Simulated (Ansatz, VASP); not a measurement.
# Two plane-wave programs on HgTe

The input POSCAR:

```
HgTe
1.0
    0.0000000000      3.2235000000      3.3202050000
    3.2235000000      0.0000000000      3.3202050000
    3.2235000000      3.2235000000      0.0000000000
Hg Te
1 1
Direct
    0.0000000000      0.0000000000      0.0000000000
    0.7500000000      0.7500000000      0.7500000000
```

File INCAR.step1:

```
ALGO = Normal
EDIFF = 1E-4
ENCUT = 520
GGA = PE
ISMEAR = 0
LASPH = True
LCHARG = False
LREAL = False
LWAVE = True
NBANDS = 16
NELM = 100
PREC = Accurate
SIGMA = 0.15
```

File INCAR.step2:

```
ALGO = Normal
EDIFF = 1E-7
ENCUT = 520
ISIF = 2
ISMEAR = 0
ISTART = 1
LASPH = True
LCHARG = False
LMIXTAU = True
LREAL = False
LWAVE = False
METAGGA = R2SCAN
NBANDS = 16
NELM = 100
PREC = Accurate
SIGMA = 0.15
```

Contents of KPOINTS:

```
k-points
0
Gamma
  14 14 14
```

Input for Ansatz:

```yaml
crystal:
  lattice:
    - [0.0, 3.2235, 3.320205]
    - [3.2235, 0.0, 3.320205]
    - [3.2235, 3.2235, 0.0]
  atoms:
    - { symbol: Hg, position: [0.0, 0.0, 0.0] }
    - { symbol: Te, position: [0.75, 0.75, 0.75] }
basis:
  ecutwfc: 500
kpoints:
  mp_grid: { grid: [14, 14, 14] }
hamiltonian:
  xc: r2scan
scf:
  occupations: { method: gaussian, width: 0.15 }
output:
  forces: true
  stress: true
  eigenvalues: true
  write_density: true
  write_potential: true
  elf: true
  volumetric_format: npy
```

Change from the starting cell: strain +0.000 along x and y, +0.030 along z, atoms carried along.

Alike in both runs: task single point; functional r2SCAN; k mesh 14 × 14 × 14; occupations gaussian, width 0.15 eV; no spin polarisation.

```csv
,VASP,Ansatz
version,VASP 6.6.1,Ansatz 0.2.0
potentials or method,"VASP PAW PBE potentials, release 64 (Hg, Te), cutoff 520 eV","scalar-relativistic, plane waves, PAW"
valence electrons in the cell,18,36
```

```csv
,VASP,Ansatz,Ansatz less VASP
gap on the k mesh at the Fermi level (eV),none,none,-
pressure (GPa),1.3,1.2,-0.07
"traceless stress, the component that is largest in VASP (GPa)",-0.31,-0.31,+0.002
```

VASP's potentials were made for PBE, not for r2SCAN. A gap of «none» marks a metal or a gap that the smearing closes. VASP's potentials hold 18 valence electrons a cell and Ansatz's 36, so a difference there can come from the potentials and not from the codes.

Spin-orbit coupling is off throughout.
